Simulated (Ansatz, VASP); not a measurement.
# Ti5Si: VASP beside Ansatz

INCAR

```
  PREC = Accurate
  ENCUT = 520
  EDIFF = 1E-7
  ISMEAR = 0
  SIGMA = 0.1
  LREAL = F
  LASPH = T
  NELM = 80
  ALGO = Fast
  ISIF = 2
  LWAVE = F
  LCHARG = F
  GGA = PS
  NBANDS = 41
```

Contents of KPOINTS:

```
regular mesh
0
Gamma
  4 4 4
```

File POSCAR:

```
Ti5Si
1.0
    2.5881446878      1.4632273258      4.4483080099
   -2.5230840997      1.4504458811      4.4155398125
    0.0214612383     -2.8797452988      4.4207959760
Ti Si
5 1
Direct
    0.1536244382      0.1798274727      0.1474436636
    0.6026145207      0.3887407449      0.0293315758
   -0.0331386840      0.6294481188      0.4008227114
    0.8265757420      0.8522278747      0.8467902262
    0.4015611026     -0.0222253565      0.6210530498
    0.5150708304      0.4990478380      0.4830431954
```

Input for Ansatz:

```yaml
crystal:
  lattice:
    - [2.5881446878, 1.4632273258, 4.4483080099]
    - [-2.5230840997, 1.4504458811, 4.4155398125]
    - [0.0214612383, -2.8797452988, 4.420795976]
  atoms:
    - { symbol: Ti, position: [0.1536244382, 0.1798274727, 0.1474436636] }
    - { symbol: Ti, position: [0.6026145207, 0.3887407449, 0.0293315758] }
    - { symbol: Ti, position: [-0.033138684, 0.6294481188, 0.4008227114] }
    - { symbol: Ti, position: [0.826575742, 0.8522278747, 0.8467902262] }
    - { symbol: Ti, position: [0.4015611026, -0.0222253565, 0.6210530498] }
    - { symbol: Si, position: [0.5150708304, 0.499047838, 0.4830431954] }
basis:
  ecutwfc: 420
kpoints:
  mp_grid: { grid: [4, 4, 4] }
hamiltonian:
  xc: pbesol
scf:
  occupations: { method: gaussian, width: 0.1 }
output:
  forces: true
  stress: true
  eigenvalues: true
```

Change from the starting cell: kmesh displaced: [4, 4, 4] Gamma-centred.

Alike in both runs: task single point; functional PBEsol; k mesh 4 × 4 × 4; occupations gaussian, width 0.1 eV; no spin polarisation.

|  | VASP | Ansatz |
| --- | --- | --- |
| version | VASP 6.6.1 | Ansatz 0.2.0 |
| potentials or method | VASP PAW PBE potentials, release 64 (Ti_sv, Si), cutoff 520 eV | scalar-relativistic, plane waves, PAW |
| valence electrons in the cell | 64 | 64 |

```csv
,VASP,Ansatz,Ansatz less VASP
gap on the k mesh at the Fermi level (eV),none,none,-
pressure (GPa),-2.9,-2.9,+0.04
"traceless stress, the component that is largest in VASP (GPa)",2.40,2.40,0.000
rms of the force components (eV/Å),0.742,0.743,+0.0004
```

VASP's potentials were made for PBE, not for PBEsol. Atom by atom the forces differ by 0.002 eV/Å (rms over components). A gap of «none» marks a metal or a gap that the smearing closes.

The k mesh is coarse, so the values compare programs but aren't converged.
